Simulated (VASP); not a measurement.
A run of VASP 6.6.1 is set up as follows.

INCAR

```
  PREC = Accurate
  ENCUT = 520
  EDIFF = 1E-6
  ISMEAR = -1
  SIGMA = 0.1
  LREAL = F
  LASPH = T
  NELM = 60
  ALGO = Normal
  ISIF = 2
  LWAVE = F
  LCHARG = F
  GGA = CA
  NBANDS = 51
```

File KPOINTS:

```
Automatic mesh
0
Gamma
  14 9 1
```

File POSCAR:

```
Ru
1.0
    2.6752164044      0.0000000000      0.0000000000
    0.0000000000      4.2244496844      0.0000000000
    0.0000000000      0.0000000000     21.4059000000
Ru
6
Direct
    0.7500000000      0.7500000000      0.3798228800
    0.2500000000      0.2500000000      0.4094009660
    0.2500000000      0.7500000000      0.4830483120
    0.7500000000      0.2500000000      0.5169516878
    0.7500000000      0.7500000000      0.5905990341
    0.2500000000      0.2500000000      0.6201771202
```

Potentials or basis: VASP PAW LDA potentials, release 64 (Ru_pv).

Command:

```bash
$ cat potpaw_LDA.64/Ru_pv/POTCAR > POTCAR
$ mpirun -np 1 vasp_std > vasp.out
```

Question: Estimate the largest force.

Answer: 0.065 eV/Å.

Question: What does it give for the band gap on the k mesh?

Answer: Zero (bands 42 and 43 overlap by 1.40 eV).

Forces on the atoms (eV/Å):
```
Ru   0.000  0.000 -0.065
Ru   0.000  0.000 -0.030
Ru   0.000  0.000  0.002
Ru   0.000  0.000 -0.002
Ru   0.000  0.000  0.030
Ru   0.000  0.000  0.065
```

Caveat: there is no dipole correction, which matters where the two faces differ.
